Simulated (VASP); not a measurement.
# Ge (Cmmm) in VASP: further runs

Runs on Ge. Level: PBE. Tasks: single point.

Program: VASP 6.6.1. These are calculated values, not measurements. Logs are shortened: lines on timing, memory, paths and dates and some standing lists are left out, and cuts for length are marked.

## (1) The cell of the first run

Symmetry: Cmmm, No. 65, orthorhombic system. The conventional cell has a = 2.817 Å, b = 5.118 Å, c = 2.688 Å, α = 90.00°, β = 90.00°, γ = 90.00°. Ge (site symmetry mmm) has 8 Ge at 2.69 to 2.92 Å within 3.5 Å.

## (2) Single point, PBE

INCAR reads:

```
SYSTEM = Ge
  PREC = Accurate
  ENCUT = 520
  EDIFF = 1E-6
  ISMEAR = 0
  SIGMA = 0.15
  LREAL = .FALSE.
  LASPH = .TRUE.
  NELM = 100
  ALGO = Normal
  ISIF = 2
  LWAVE = .FALSE.
  LCHARG = .TRUE.
  GGA = PE
  LELF = .TRUE.
  LVHAR = .TRUE.
  NBANDS = 13
```

KPOINTS reads:

```
regular mesh
0
G
  14 14 12
  0 0 0
```

POSCAR reads:

```
Ge
1.0
    1.4085596751     -2.5592452137      0.0000000000
    1.4085596751      2.5592452137      0.0000000000
    0.0000000000      0.0000000000      2.6877131855
Ge
1
Direct
    0.5000000000      0.5000000000      0.0000000000
```

Potentials or basis: VASP PAW PBE potentials, release 64 (Ge_d).

The run is started by

```console
cat potpaw_PBE.64/Ge_d/POTCAR > POTCAR
mpirun -np 1 vasp_std > vasp.out
```

OUTCAR:

```text
SYSTEM = Ge
   PREC = Accurate
   ENCUT = 520
   EDIFF = 1E-6
   ISMEAR = 0
   LREAL = .FALSE.
   LASPH = .TRUE.
   NELM = 100
   ISIF = 2
   GGA = PE

 ion  position               nearest neighbor table
   1  0.500  0.500  0.000-

  LATTYP: Found a base centered orthorhombic cell.
 ALAT       =     2.8171193502
 B/A-ratio  =     1.8169235276
 C/A-ratio  =     0.9540643655

  Lattice vectors:

 A1 = (   1.4085596751,  -2.5592452137,   0.0000000000)
 A2 = (   1.4085596751,   2.5592452137,   0.0000000000)
 A3 = (   0.0000000000,   0.0000000000,   2.6877131855)

Analysis of symmetry for initial positions (statically):
=====================================================================
 Subroutine PRICEL returns:
 Original cell was already a primitive cell.

 Routine SETGRP: Setting up the symmetry group for a
 base centered orthorhombic supercell.

 Subroutine GETGRP returns: Found  8 space group operations
 (whereof  8 operations were pure point group operations)
 out of a pool of  8 trial point group operations.

The static configuration has the point symmetry D_2h.

Analysis of symmetry for dynamics (positions and initial velocities):
=====================================================================
 Subroutine PRICEL returns:
 Original cell was already a primitive cell.

 Routine SETGRP: Setting up the symmetry group for a
 base centered orthorhombic supercell.

 Subroutine GETGRP returns: Found  8 space group operations
 (whereof  8 operations were pure point group operations)
 out of a pool of  8 trial point group operations.

The dynamic configuration has the point symmetry D_2h.

 Subroutine INISYM returns: Found  8 space group operations
 (whereof  8 operations are pure point group operations),
 and found     1 'primitive' translations

----------------------------------------------------------------------------------------

                                     Primitive cell

  volume of cell :      19.3776

  direct lattice vectors                    reciprocal lattice vectors
     1.408559675 -2.559245214  0.000000000     0.354972536 -0.195370103  0.000000000
     1.408559675  2.559245214  0.000000000     0.354972536  0.195370103  0.000000000
     0.000000000  0.000000000  2.687713185     0.000000000  0.000000000  0.372063509

  length of vectors
     2.921262813  2.921262813  2.687713185     0.405185116  0.405185116  0.372063509

  position of ions in fractional coordinates (direct lattice)
     0.500000000  0.500000000  0.000000000

  ion indices of the primitive-cell ions
   primitive index   ion index
                 1           1

----------------------------------------------------------------------------------------

 KPOINTS: regular mesh

Automatic generation of k-mesh.
 Grid dimensions read from file:
 generate k-points for:   14   14   12

 Generating k-lattice:

  Cartesian coordinates                     Fractional coordinates (reciprocal lattice)
     0.025355181 -0.013955007  0.000000000     0.071428571  0.000000000  0.000000000
     0.025355181  0.013955007  0.000000000     0.000000000  0.071428571  0.000000000
     0.000000000  0.000000000  0.031005292     0.000000000  0.000000000  0.083333333

  Length of vectors
     0.028941794  0.028941794  0.031005292

  Shift w.r.t. Gamma in fractional coordinates (k-lattice)
     0.000000000  0.000000000  0.000000000

 Subroutine IBZKPT returns following result:
 ===========================================

 Found    399 irreducible k-points:

 Following reciprocal coordinates:
            Coordinates               Weight
  0.000000  0.000000  0.000000      1.000000
  0.071429  0.000000  0.000000      4.000000
  0.142857  0.000000  0.000000      4.000000
  0.214286 -0.000000  0.000000      4.000000
  0.285714  0.000000  0.000000      4.000000
  0.357143 -0.000000  0.000000      4.000000
[... 16 lines left out ...]
  0.214286  0.142857  0.000000      4.000000
  0.285714  0.142857  0.000000      4.000000
 [... further k-points ...]
   k-points           NKPTS =    399   k-points in BZ     NKDIM =    399   number of bands    NBANDS=     13
   number of dos      NEDOS =    301   number of ions     NIONS =      1
   total plane-waves  NPLWV =  11520
   dimension x,y,z NGX =    24 NGY =   24 NGZ =   20
   dimension x,y,z NGXF=    48 NGYF=   48 NGZF=   40
   ions per type =               1
   NGX,Y,Z   is equivalent  to a cutoff of  13.66, 13.66, 12.37 a.u.
   NGXF,Y,Z  is equivalent  to a cutoff of  27.32, 27.32, 24.74 a.u.
 SYSTEM =  Ge
   PREC   = accura    normal or accurate (medium, high low for compatibility)
   ISTART =      0    job   : 0-new  1-cont  2-samecut
   ICHARG =      2    charge: 1-file 2-atom 10-const
   ISPIN  =      1    spin polarized calculation?
   LNONCOLLINEAR =      F non collinear calculations
   LSORBIT =      F    spin-orbit coupling
   LASPH  =      T    aspherical Exc in radial PAW
   ENCUT  =  520.0 eV  38.22 Ry    6.18 a.u.   5.43  5.43  5.00*2*pi/ulx,y,z
   NELM   =    100;   NELMIN=  2; NELMDL= -5     # of ELM steps
   EDIFF  = 0.1E-05   stopping-criterion for ELM
   LREAL  =      F    real-space projection
   EDIFFG = 0.1E-04   stopping-criterion for IOM
   NSW    =      0    number of steps for IOM
   IBRION =     -1    ionic relax: 0-MD 1-quasi-New 2-CG
   NFREE  =      0    steps in history (QN), initial steepest desc. (CG)
   ISIF   =      2    stress and relaxation
   ISYM   =      2    0-nonsym 1-usesym 2-fastsym
   POTIM  = 0.5000    time-step for ionic-motion
   TEBEG  =    0.0;   TEEND  =   0.0 temperature during run
   PSTRESS=    0.0 pullay stress
   NELECT =      14.0000    total number of electrons
   NUPDOWN=      -1.0000    fix difference up-down
   EMIN   =  10.00;   EMAX   =-10.00  energy-range for DOS
   EFERMI =   0.00;   METHOD = LEGACY
   ISMEAR =     0;   SIGMA  =   0.15  broadening in eV -4-tet -1-fermi 0-gaus
   EFERMI_NEDOS =   21; number of points for ismear=-14 and -15
   IALGO  =     38    algorithm
   IMIX   =      4    mixing-type and parameters
     AMIX     =   0.40;   BMIX     =  1.00
     AMIX_MAG =   1.60;   BMIX_MAG =  1.00
  volume/ion in A,a.u.               =      19.38       130.77
  Fermi-wavevector in a.u.,A,eV,Ry     =   1.468985  2.775980 29.360259  2.157918
  Thomas-Fermi vector in A             =   2.584417
   LORBIT       =      0    0 simple, 1 ext, 2 COOP (PROOUT), +10 PAW based schemes
   GGA     = PE    functional components
   LHFCALC =     F    Hartree Fock is set to
   AEXX    =    0.0000 exact exchange contribution
   IVDW    =     0    specifies the selected vdW correction
   LEPSILON=     F    determine dielectric tensor
   LRPA    =     F    only Hartree local field effects (RPA)
 non-spin polarized calculation
 Gauss-broadening in eV      SIGMA  =   0.15
  energy-cutoff  :      520.00
  volume of cell :       19.38
 maximum number of plane-waves:       534
 NGX is ok and might be reduce to    24

 number of electron      13.9999995 magnetization

 Free energy of the ion-electron system (eV)
  ---------------------------------------------------
  ext. energy  EPLUGINS =         0.00000000
  ---------------------------------------------------
  free energy    TOTEN  =        -4.27217494 eV

  energy without entropy =       -4.26669407  energy(sigma->0) =       -4.26943450

 E-fermi :   6.3320     XC(G=0): -11.0984

 val. band max:        6.3152370819   @ k =   0.3571   0.0714   0.5000
 cond. band min:       6.3351781534   @ k =   0.5000   0.2857   0.4167
 fundamental gap:      0.0199410715
 Fermi energy:         6.3320302397

 k-point     1 :       0.0000    0.0000    0.0000
  band No.  band energies     occupation
      1     -18.4094      2.00000
      2     -18.3402      2.00000
      3     -18.3056      2.00000
      4     -18.1882      2.00000
      5     -18.1755      2.00000
      6      -6.6124      2.00000
      7      13.0740      0.00000
      8      13.8717      0.00000
      9      14.8365      0.00000
     10      16.5663      0.00000
     11      19.3947      0.00000
     12      21.0416      0.00000
     13      21.1496      0.00000

 k-point     2 :       0.0714    0.0000    0.0000
  band No.  band energies     occupation
      1     -18.4060      2.00000
      2     -18.3352      2.00000
      3     -18.3057      2.00000
      4     -18.1891      2.00000
      5     -18.1778      2.00000
      6      -6.4891      2.00000
      7      13.1941      0.00000
      8      13.2039      0.00000
      9      13.8529      0.00000
     10      16.9137      0.00000
     11      18.9566      0.00000
     12      20.3392      0.00000
     13      21.9401      0.00000

 k-point     3 :       0.1429    0.0000    0.0000
  band No.  band energies     occupation
      1     -18.3973      2.00000
      2     -18.3255      2.00000
      3     -18.3009      2.00000
      4     -18.1924      2.00000
      5     -18.1836      2.00000
      6      -6.1195      2.00000
      7      11.0673      0.00000
      8      12.7982      0.00000
      9      13.5498      0.00000
     10      16.8965      0.00000
     11      18.0283      0.00000
     12      21.7073      0.00000
     13      23.7217      0.00000

 k-point     4 :       0.2143   -0.0000    0.0000
  band No.  band energies     occupation
      1     -18.3879      2.00000
      2     -18.3220      2.00000
      3     -18.2805      2.00000
      4     -18.1998      2.00000
      5     -18.1891      2.00000
      6      -5.5049      2.00000
      7       8.5750      0.00000
      8      11.8637      0.00000
      9      14.1256      0.00000
     10      15.9600      0.00000
     11      18.4072      0.00000
     12      23.6499      0.00000
     13      25.8514      0.00000

 k-point     5 :       0.2857    0.0000    0.0000
  band No.  band energies     occupation
      1     -18.3833      2.00000
      2     -18.3182      2.00000
      3     -18.2522      2.00000
      4     -18.2104      2.00000
      5     -18.1928      2.00000
      6      -4.6512      2.00000
      7       6.1438      1.92402
      8      11.0718      0.00000
      9      14.8875      0.00000
     10      15.1048      0.00000
     11      19.1822      0.00000
     12      25.7809      0.00000
     13      27.2720      0.00000
[... 257 lines left out ...]
 k-point    22 :       0.1429    0.1429    0.0000
  band No.  band energies     occupation
      1     -18.3800      2.00000
      2     -18.3224      2.00000
      3     -18.2676      2.00000
      4     -18.2033      2.00000
      5     -18.1938      2.00000
      6      -5.0991      2.00000
      7       7.8998      0.00000
      8      10.1680      0.00000
      9      14.4991      0.00000
     10      18.1767      0.00000
     11      18.3426      0.00000
     12      20.8068      0.00000
     13      28.8480      0.00000

 k-point    23 :       0.2143    0.1429    0.0000
  band No.  band energies     occupation
      1     -18.3714      2.00000
      2     -18.3237      2.00000
      3     -18.2421      2.00000
      4     -18.2132      2.00000
      5     -18.1968      2.00000
      6      -4.2310      2.00000
      7       5.9377      1.99980
      8       8.7908      0.00000
      9      15.2539      0.00000
     10      18.0539      0.00000
     11      19.4459      0.00000
     12      22.1302      0.00000
     13      27.0156      0.00000

 k-point    24 :       0.2857    0.1429    0.0000
  band No.  band energies     occupation
      1     -18.3686      2.00000
      2     -18.3171      2.00000
      3     -18.2233      2.00000
      4     -18.2213      2.00000
      5     -18.1998      2.00000
      6      -3.1527      2.00000
      7       3.9270      2.00000
      8       7.8672      0.00000
      9      16.0999      0.00000
     10      17.7664      0.00000
     11      20.5665      0.00000
     12      24.1300      0.00000
     13      25.2877      0.00000

 [... further k-points ...]
[... 5 lines left out ...]
  --------------------------------------------------------------------------------------
  -------------------------------------------------------------------------------------
  Total        0.2383758     -0.1470405     -0.1282233      0.0000000      0.0000000      0.0000000
  in kB       19.7093704    -12.1575926    -10.6017461      0.0000000      0.0000000      0.0000000
  external PRESSURE =      -1.0166561 kB  Pullay stress =       0.0000000 kB

 VOLUME and BASIS-vectors are now :
 -----------------------------------------------------------------------------
  energy-cutoff  :      520.00
  volume of cell :       19.38
      direct lattice vectors                 reciprocal lattice vectors
     1.408559675 -2.559245214  0.000000000     0.354972536 -0.195370103  0.000000000
     1.408559675  2.559245214  0.000000000     0.354972536  0.195370103  0.000000000
     0.000000000  0.000000000  2.687713185     0.000000000  0.000000000  0.372063509

 POSITION                                       TOTAL-FORCE (eV/Angst)
 -----------------------------------------------------------------------------------
      1.40856      0.00000      0.00000         0.000000     -0.000000      0.000000
 -----------------------------------------------------------------------------------
    total drift:                               -0.000000     -0.000000     -0.000000

  FREE ENERGIE OF THE ION-ELECTRON SYSTEM (eV)
  ---------------------------------------------------
  free  energy   TOTEN  =        -4.2721749365 eV

  energy  without entropy=       -4.2666940724  energy(sigma->0) =       -4.26943450
```

It took 38 s on 1 thread of Intel Xeon Platinum 8259CL at 2.50GHz (Skylake/Cascade Lake), shared host; peak memory 0.21 GiB.

What came out:

* Free energy: -4.2722 eV
* Pressure: -0.1 GPa
* Band gap on the k mesh: zero (band 7 reaches 13.19 eV, above the bottom of band 8 at 3.69 eV)

Levels at points of the mesh, in eV from the Fermi level:
| k point | band 5 | band 6 | band 7 | band 8 | band 9 | band 10 |
| --- | --- | --- | --- | --- | --- | --- |
| (0.00, 0.00, 0.00) | -24.51 | -12.94 | 6.74 | 7.54 | 8.50 | 10.23 |
| (0.50, 0.00, 0.00) | -24.53 | -7.92 | -5.37 | 3.66 | 7.67 | 10.59 |
| (0.50, 0.50, 0.00) | -24.52 | -8.50 | -5.52 | 4.85 | 8.80 | 10.15 |
| (0.00, 0.00, 0.50) | -24.54 | -9.12 | -5.74 | 10.41 | 11.38 | 16.35 |
| (0.50, 0.00, 0.50) | -24.44 | -3.71 | -2.27 | -1.70 | 3.60 | 6.57 |
| (0.50, 0.50, 0.50) | -24.45 | -4.36 | -2.38 | -2.12 | 3.34 | 7.77 |

## (3) Single point, PBE

INCAR reads:

```
ALGO = Normal ; EDIFF = 1E-7
ENCUT = 520 ; GGA = PE
ISIF = 2 ; ISMEAR = 0
LASPH = True ; LCHARG = True
LELF = True ; LREAL = False
LVHAR = True ; LWAVE = False
NBANDS = 13 ; NELM = 80
PREC = Accurate ; SIGMA = 0.1
```

KPOINTS reads:

```
k-points
0
Gamma
  16 16 16
```

POSCAR is that of step 2.

Potentials or basis: VASP PAW PBE potentials, release 64 (Ge_d).

The run is started by

```console
cat potpaw_PBE.64/Ge_d/POTCAR > POTCAR
mpirun -np 1 vasp_std > vasp.out
```

It took 78 s on 1 thread of Intel Xeon Platinum 8259CL at 2.50GHz (Skylake/Cascade Lake), shared host; peak memory 0.26 GiB.

It converged, with:

| Item | Value |
| --- | --- |
| Free energy | -4.2720 eV |
| Pressure | 0.0 GPa |
| Band gap on the k mesh | zero (band 7 reaches 13.16 eV, above the bottom of band 8 at 3.56 eV) |

Levels at points of the mesh, in eV from the Fermi level:
```tsv
k point	band 4	band 5	band 6	band 7	band 8	band 9	band 10	band 11
(0.00, 0.00, 0.00)	-24.54	-24.53	-12.96	6.73	7.52	8.49	10.22	13.05
(0.50, 0.00, 0.00)	-24.55	-24.55	-7.94	-5.38	3.64	7.66	10.58	16.50
(0.50, 0.50, 0.00)	-24.56	-24.53	-8.51	-5.53	4.84	8.78	10.13	16.06
(0.00, 0.00, 0.50)	-24.59	-24.56	-9.13	-5.76	10.40	11.37	16.33	16.56
(0.50, 0.00, 0.50)	-24.55	-24.45	-3.72	-2.29	-1.71	3.58	6.56	11.88
(0.50, 0.50, 0.50)	-24.55	-24.46	-4.37	-2.40	-2.14	3.32	7.76	13.09
```

## (4) Single point, PBE

This run uses another cell than the first one: it holds 2 atoms, not 1.

INCAR reads:

```
PREC     = Accurate       # precision mode
ENCUT    = 520            # plane-wave cutoff, eV
EDIFF    = 1E-6           # SCF threshold, eV
ISMEAR   = 0              # smearing method
SIGMA    = 0.15           # smearing width, eV
LREAL    = False          # projectors in reciprocal space
LASPH    = True           # aspherical terms in the spheres
NELM     = 60             # most SCF steps
ALGO     = Normal         # electronic algorithm
ISIF     = 2              # what is computed and relaxed
LWAVE    = False          # write WAVECAR
LCHARG   = False          # write CHGCAR
GGA      = PE             # functional
NBANDS   = 21             # bands
```

KPOINTS reads:

```
Automatic mesh
0
Gamma
  12 12 8
```

POSCAR reads:

```
Ge
1.0
    0.0000000000      0.0000000000     -2.6877131855
    2.8171193502      0.0000000000      0.0000000000
    0.0000000000     -5.1184904273      0.0000000000
Ge
2
Direct
    0.0000000000      0.5000000000      0.0000000000
    0.0000000000      0.0000000000      0.5000000000
```

The run is started by

```console
cat potpaw_PBE.64/Ge_d/POTCAR > POTCAR
mpirun -np 1 vasp_std > vasp.out
```

Wall time 90 s (1 thread of Intel Xeon Platinum 8259CL at 2.50GHz (Skylake/Cascade Lake), shared host); peak memory 0.27 GiB.

The run converged. Its results:

```
Free energy            : -8.5498 eV
Pressure               : 0.0 GPa
Band gap on the k mesh : zero (band 14 reaches 11.27 eV, above the bottom of band 15 at 4.21 eV)
```

Stress tensor (GPa, compression positive):
```
 1.70  0.00  0.00
 0.00 -2.28  0.00
 0.00  0.00  0.48
```

Levels at points of the mesh, in eV from the Fermi level:
| k point | band 11 | band 12 | band 13 | band 14 | band 15 | band 16 | band 17 | band 18 |
| --- | --- | --- | --- | --- | --- | --- | --- | --- |
| (0.00, 0.00, 0.00) | -12.97 | -8.52 | -5.54 | 4.83 | 6.72 | 7.52 | 8.48 | 8.77 |
| (0.50, 0.00, 0.00) | -9.14 | -5.77 | -4.38 | -2.41 | -2.15 | 3.31 | 7.75 | 10.39 |
| (0.00, 0.50, 0.00) | -8.50 | -8.50 | -3.03 | -3.03 | -0.73 | -0.73 | 10.44 | 10.44 |
| (0.50, 0.50, 0.00) | -4.57 | -4.57 | -1.90 | -1.90 | 0.48 | 0.48 | 2.42 | 2.42 |
| (0.00, 0.00, 0.50) | -11.58 | -11.58 | 0.26 | 0.26 | 6.18 | 6.18 | 8.00 | 8.00 |
| (0.50, 0.00, 0.50) | -7.76 | -7.76 | -4.46 | -4.46 | 3.71 | 3.71 | 8.25 | 8.25 |
| (0.00, 0.50, 0.50) | -7.95 | -7.95 | -5.39 | -5.39 | 3.63 | 3.63 | 7.65 | 7.65 |
| (0.50, 0.50, 0.50) | -3.73 | -3.73 | -2.29 | -2.29 | -1.72 | -1.72 | 3.57 | 3.57 |

## (5) Overview

```tsv
cell	k mesh	smearing	gap on the mesh (eV)	pressure (GPa)
a = 2.921, b = 2.921, c = 2.688 Å, angles 90.0, 90.0, 122.3°, 1 atom	14 × 14 × 12	gaussian 0.15 eV	none	-0.1
a = 2.921, b = 2.921, c = 2.688 Å, angles 90.0, 90.0, 122.3°, 1 atom	16 × 16 × 16	gaussian 0.1 eV	none	0.0
a = 2.688, b = 2.817, c = 5.118 Å, 2 atoms	12 × 12 × 8	gaussian 0.15 eV	none	0.0
```

Alike in all rows: task single point; level PBE; potentials or basis VASP PAW PBE potentials, release 64 (Ge_d); no spin polarisation; cutoff (eV) 520.

Total energies depend on the potentials used, so only differences within one code and one set of settings carry meaning.
